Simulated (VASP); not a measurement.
**Ti: single point with PBEsol**

Ti:

```xyz
3
Lattice="4.5674 -0.0457 0.0000 -2.3232 3.9783 0.0000 0.0000 0.0000 2.8262" Properties=species:S:1:pos:R:3 pbc="T T T"
Ti    2.2716    1.2959    1.4131
Ti   -0.0274    2.6367    1.4131
Ti    0.0000    0.0000    0.0000
```

```yaml
Program: VASP 6.6.1
Task: single point
Functional: PBEsol
Potentials_or_basis: VASP PAW PBE potentials, release 64 (Ti_sv)
Cutoff: 520 eV
k_mesh: 6 × 6 × 8
Occupations: fermi-dirac, width 0.05 eV
Spin: no spin polarisation
Dipole_correction: no
Further_INCAR_settings: ALGO = Fast; EDIFF = 1e-06; NBANDS = 25
```

The pressure is -3.8 GPa, the largest force is 0.005 eV/Å and the band gap on the k mesh is zero (bands 18 and 19 overlap by 0.21 eV).

Forces in eV/Å, atoms in the order of the input:
```
Ti   0.004  0.002  0.000
Ti  -0.004 -0.002  0.000
Ti   0.000  0.000  0.000
```

Stress tensor (GPa, compression positive):
```
-3.79  1.04  0.00
 1.04 -3.86  0.00
 0.00  0.00 -3.79
```

Levels at points of the mesh, in eV from the Fermi level:
| k point | band 14 | band 15 | band 16 | band 17 | band 18 | band 19 | band 20 | band 21 | band 22 | band 23 |
| --- | --- | --- | --- | --- | --- | --- | --- | --- | --- | --- |
| (0.00, 0.00, 0.00) | -1.97 | -0.78 | -0.70 | -0.63 | -0.51 | -0.03 | 0.68 | 1.17 | 1.42 | 1.82 |
| (0.50, 0.00, 0.00) | -3.54 | -2.64 | -0.40 | -0.36 | -0.33 | 0.07 | 0.50 | 1.02 | 1.04 | 1.90 |
| (0.00, 0.50, 0.00) | -3.57 | -2.64 | -0.42 | -0.40 | -0.36 | 0.05 | 0.54 | 1.03 | 1.14 | 1.93 |
| (0.50, 0.50, 0.00) | -3.61 | -2.64 | -0.44 | -0.43 | -0.38 | 0.05 | 0.57 | 1.03 | 1.27 | 1.96 |
| (0.00, 0.00, 0.50) | -2.11 | -2.09 | -1.73 | -1.65 | -1.60 | 1.03 | 1.08 | 1.19 | 1.30 | 2.96 |
| (0.50, 0.00, 0.50) | -2.10 | -1.72 | -1.14 | -0.65 | -0.64 | 0.41 | 0.79 | 0.98 | 1.00 | 2.19 |
| (0.00, 0.50, 0.50) | -2.12 | -1.70 | -1.17 | -0.68 | -0.64 | 0.35 | 0.82 | 0.94 | 1.05 | 2.24 |
| (0.50, 0.50, 0.50) | -2.14 | -1.68 | -1.20 | -0.70 | -0.64 | 0.30 | 0.85 | 0.90 | 1.09 | 2.29 |

Run time: 3.2 min on 1 thread of Intel(R) Xeon(R) 6975P-C (Granite Rapids) (shared host), peak memory 0.23 GiB.

Caveat: the cell stands under tension; the PAW data sets were made with another functional, which shifts forces and pressure a little.
